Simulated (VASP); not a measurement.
A run of VASP 6.6.1:

The input POSCAR:

```
Zr2Al
1.0
    4.8587664062      0.0000000000      0.0000000000
   -2.4293832031      4.2078151389      0.0000000000
    0.0000000000      0.0000000000      5.8599495510
Zr Al
4 2
Direct
    0.0000000000      0.0000000000      0.0000000000
    0.0000000000      0.0000000000      0.5000000000
    0.3333333333      0.6666666667      0.7500000000
    0.6666666667      0.3333333333      0.2500000000
    0.3333333333      0.6666666667      0.2500000000
    0.6666666667      0.3333333333      0.7500000000
```

The input INCAR.step1:

```
SYSTEM = Zr2Al
PREC = Accurate
ENCUT = 550
ISMEAR = 0
SIGMA = 0.1
LREAL = .FALSE.
LASPH = .TRUE.
NELM = 120
NBANDS = 36
GGA = PE
ALGO = Normal
EDIFF = 1E-5
LWAVE = .TRUE.
LCHARG = .FALSE.
GGA_COMPAT = .FALSE.
```

INCAR.step2

```
SYSTEM = Zr2Al
PREC = Accurate
ENCUT = 550
EDIFF = 1E-6
ISMEAR = 0
SIGMA = 0.1
LREAL = .FALSE.
LASPH = .TRUE.
NELM = 120
ALGO = Normal
ISIF = 2
LWAVE = .FALSE.
LCHARG = .TRUE.
METAGGA = R2SCAN
LMIXTAU = .TRUE.
LELF = .TRUE.
LVHAR = .TRUE.
NBANDS = 36
ISTART = 1
GGA_COMPAT = .FALSE.
```

Contents of KPOINTS:

```
regular mesh
0
G
  9 9 6
  0 0 0
```

Potentials or basis: VASP PAW PBE potentials, release 64 (Zr_sv, Al).

Run with:

```console
$ cat potpaw_PBE.64/Zr_sv/POTCAR potpaw_PBE.64/Al/POTCAR > POTCAR
$ cp INCAR.step1 INCAR
$ mpirun -np 1 vasp_std > vasp.out
$ cp INCAR.step2 INCAR
$ mpirun -np 1 vasp_std > vasp.out
```

Hardware: 1 thread of Intel(R) Xeon(R) Platinum 8488C (Sapphire Rapids) (shared host).

Q: Estimate the wall time of this run.

A: It took 15 min on 1 thread of Intel(R) Xeon(R) Platinum 8488C (Sapphire Rapids), on a shared host, peak memory 0.39 GiB. Counts: k points 48.
